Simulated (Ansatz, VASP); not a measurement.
## Se in VASP and in Ansatz

```
Se
1.0
     0.00000    2.97196    2.97196
     2.97196    0.00000    2.97196
     2.97196    2.97196    0.00000
Se
2
Cartesian
  -0.7430 -0.7430 -0.7430
  0.7430 0.7430 0.7430
```

Alike in both runs: task relaxation of cell and atoms; functional PBE; k mesh 11 × 11 × 11; occupations fermi-dirac, width 0.1 eV; no spin polarisation.

|  | VASP | Ansatz |
| --- | --- | --- |
| version | VASP 6.6.1 | Ansatz 0.2.0 |
| potentials or method | VASP PAW PBE potentials, release 64 (Se) | PAW with Ansatz's default frozen-core files, scalar-relativistic |
| plane-wave cutoff (eV) | 600 | 420 |
| valence electrons in the cell | 12 | 32 |

VASP gave:

- relaxed volume (Å³/atom): 31.77
- relaxed cell length with the largest relative difference (Å): 4.479

Q: Estimate Ansatz's values.

A: Relaxed volume (Å³/atom): 31.73; relaxed cell length with the largest relative difference (Å): 4.477.

VASP's potentials hold 12 valence electrons a cell and Ansatz's 32, so a difference there can come from the potentials and not from the codes.

Noted on VASP's run: the volume moved by over 15 % at a fixed basis, so the end points are rough.
